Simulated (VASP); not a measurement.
Si: relaxation of cell and atoms with PBE

The system is Si.

```
CELL_PARAMETERS angstrom
2.53128 0.00000 0.00000
0.00000 2.53128 0.00000
0.00000 0.00000 2.53128
ATOMIC_POSITIONS crystal
Si 0.50000 0.50000 0.50000
```

This isn't the form of Si at room conditions, which is diamond.

- Program: VASP 6.6.1
- Task: relaxation of cell and atoms
- Functional: PBE
- Potentials or basis: VASP PAW PBE potentials, release 64 (Si)
- Cutoff: 600 eV
- k mesh: 22 × 22 × 22
- Occupations: gaussian, width 0.1 eV
- Spin: no spin polarisation
- Dipole correction: no
- Further INCAR settings: ALGO = Normal; EDIFF = 1e-06; IBRION = 2; EDIFFG = -0.01; NSW = 100; ISIF = 3

| Quantity | Value |
| --- | --- |
| Pressure after relaxing | 0.1 GPa |
| Band gap on the k mesh | zero (bands 2 and 3 overlap by 10.31 eV) |

Final structure:
```
Si
1.0
     2.53128    0.00000    0.00000
     0.00000    2.53128    0.00000
     0.00000    0.00000    2.53128
Si
1
Direct
  0.50000 0.50000 0.50000
```

Levels at points of the mesh, in eV from the Fermi level:
| k point | band 1 | band 2 | band 3 | band 4 | band 5 |
| --- | --- | --- | --- | --- | --- |
| (0.00, 0.00, 0.00) | -13.22 | 7.40 | 7.40 | 7.63 | 7.63 |
| (0.50, 0.00, 0.00) | -8.64 | -6.55 | 10.02 | 11.00 | 11.00 |
| (0.50, 0.50, 0.00) | -3.53 | -2.91 | -2.91 | 1.46 | 14.26 |
| (0.50, 0.50, 0.50) | 0.50 | 0.50 | 0.50 | 3.48 | 5.09 |

Wall time 24 s on 1 thread of Intel Xeon 8259CL, with other jobs on the host, peak memory 0.15 GiB.

Caveat: the relaxation stopped at its first step, so nothing moved.
